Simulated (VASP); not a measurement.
K: single point with PBEsol

The system is K.

```xyz
1
Lattice="-2.6125 2.6125 2.6125 2.6125 -2.6125 2.6125 2.6125 2.6125 -2.6125" Properties=species:S:1:pos:R:3 pbc="T T T"
K     0.0000    0.0000    0.0000
```

```
Program             : VASP 6.6.1
Task                : single point
Functional          : PBEsol
Potentials or basis : VASP PAW PBE potentials, release 64 (K_sv)
Cutoff              : 500 eV
k mesh              : 13 × 13 × 13
Occupations         : methfessel-paxton, width 0.05 eV
Spin                : no spin polarisation
```

* Pressure: 0.0 GPa
* Band gap on the k mesh: zero (an odd number of electrons rules out a gap without spin polarisation)

Levels at points of the mesh, in eV from the Fermi level:
| k point | band 1 | band 2 | band 3 | band 4 | band 5 | band 6 | band 7 | band 8 |
| --- | --- | --- | --- | --- | --- | --- | --- | --- |
| (0.00, 0.00, 0.00) | -32.01 | -15.51 | -15.51 | -15.51 | -2.24 | 4.29 | 4.29 | 4.29 |

Wall time 36 s on 1 thread of Intel(R) Xeon(R) Platinum 8488C (Sapphire Rapids) (shared host), peak memory 0.22 GiB.

Caveat: the PAW data sets were made with another functional, which shifts forces and pressure a little.
